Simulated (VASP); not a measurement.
Runs of VASP 6.6.1 on LuGaN2. The structure is that of space group R-3m (No. 166), or close to it. The cells are those of the table. 

| level | cell | k mesh | smearing | gap on the mesh (eV) | pressure (GPa) | largest force (eV/Å) |
| --- | --- | --- | --- | --- | --- | --- |
| PBE | a = 5.397 Å, angles 34.7°, 4 atoms | 10 × 10 × 10 | fermi-dirac 0.02 eV | (b) | 6.0 | 0.02 |
| PBE | a = 5.436 Å, angles 34.8°, 4 atoms | 8 × 8 × 8 | fermi-dirac 0.02 eV | 1.55 | (a) | 0.04 |
| r2SCAN | a = 5.397 Å, angles 34.7°, 4 atoms | 8 × 8 × 8 | fermi-dirac 0.02 eV | 1.93 | 1.3 | 0.07 |
| r2SCAN | a = 5.397 Å, angles 34.7°, 4 atoms | 10 × 10 × 10 | gaussian 0.01 eV | 1.93 | 1.4 | 0.07 |

Alike in all rows: task single point; potentials or basis VASP PAW PBE potentials, release 64 (Ga_d, Lu, N); no spin polarisation; cutoff (eV) 520.

**Question.** Fill in the values left out.

**Answer.** (a) 0.9; (b) 1.47.

Caveats: spin-orbit coupling is left out, which moves the levels of the heavy elements; the PAW data sets were made with another functional, which shifts forces and pressure a little (at least some runs); the cell stands under pressure (at least some runs).

A k mesh can miss the band edges, and the runs leave out spin-orbit coupling on Ga, Lu.
